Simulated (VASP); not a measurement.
**C: single point with PBE**

The system is C.

```
CELL_PARAMETERS angstrom
3.56680 0.00000 0.00000
0.00000 -3.56680 0.00000
0.00000 0.00000 -3.56680
ATOMIC_POSITIONS crystal
C 0.50000 0.00000 0.00000
C 0.00000 0.50000 0.00000
C 0.00000 0.00000 0.50000
C 0.50000 0.50000 0.50000
C 0.75000 0.75000 0.75000
C 0.25000 0.25000 0.75000
C 0.25000 0.75000 0.25000
C 0.75000 0.25000 0.25000
```

* Program: VASP 6.6.1
* Task: single point
* Functional: PBE
* Potentials or basis: VASP PAW PBE potentials, release 64 (C)
* Cutoff: 600 eV
* k mesh: 6 × 6 × 6
* Occupations: gaussian, width 0.05 eV
* Spin: no spin polarisation

```json
{
  "Pressure": "1.8 GPa",
  "Band gap on the k mesh": "4.15 eV"
}
```

Levels at points of the mesh, in eV from the valence-band top:
| k point | band 14 | band 15 | band 16 | band 17 | band 18 | band 19 |
| --- | --- | --- | --- | --- | --- | --- |
| (0.00, 0.00, 0.00) | 0.00 | 0.00 | 0.00 | 4.76 | 4.76 | 4.76 |
| (0.50, 0.00, 0.00) | -4.12 | -4.12 | -4.12 | 4.44 | 4.44 | 10.25 |
| (0.50, 0.50, 0.00) | -3.01 | -3.01 | -3.01 | 7.93 | 7.93 | 7.93 |
| (0.50, 0.50, 0.50) | -2.80 | -2.80 | -2.80 | 8.46 | 8.46 | 8.46 |

It took 9.2 s on 1 thread of Intel(R) Xeon(R) 6975P-C (Granite Rapids), on a shared host, peak memory 0.15 GiB.

A k mesh can miss the band edges.
